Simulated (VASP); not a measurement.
Here is a VASP 6.6.1 calculation.

INCAR

```
  ALGO = Normal
  EDIFF = 1E-6
  ENCUT = 520
  GGA = PE
  ISIF = 2
  ISMEAR = 0
  LASPH = T
  LCHARG = F
  LREAL = F
  LWAVE = F
  NBANDS = 25
  NELM = 60
  PREC = Accurate
  SIGMA = 0.1
```

The input KPOINTS:

```
k-points
0
Gamma
  4 4 6
```

POSCAR

```
CaO4
1.0
    2.4103524967     -3.0754698487      0.0000000000
    2.4103524967      3.0754698487      0.0000000000
    0.0000000000      0.0000000000      4.6143998517
Ca O
1 4
Direct
    0.0000000000      0.0000000000      0.0000000000
    0.6087643156      0.3912356844      0.0000000000
    0.3912356844      0.6087643156      0.0000000000
    0.8616235580      0.8616235580      0.5000000000
    0.1383764420      0.1383764420      0.5000000000
```

Potentials or basis: VASP PAW PBE potentials, release 64 (Ca_sv, O).

The run is started by

```console
$ cat potpaw_PBE.64/Ca_sv/POTCAR potpaw_PBE.64/O/POTCAR > POTCAR
$ mpirun -np 1 vasp_std > vasp.out
```

Q: What does it give for the largest force?

A: 0.448 eV/Å.

Q: Estimate the pressure.

A: 1.1 GPa.

Q: Predict the band gap on the k mesh.

A: Zero (band 17 reaches 1.08 eV, above the bottom of band 18 at 0.84 eV).

Stress tensor (GPa, compression positive):
```
1.54 0.00 0.00
0.00 1.11 0.00
0.00 0.00 0.56
```

Caveat: the k points lie up to 0.41 Å⁻¹ apart.
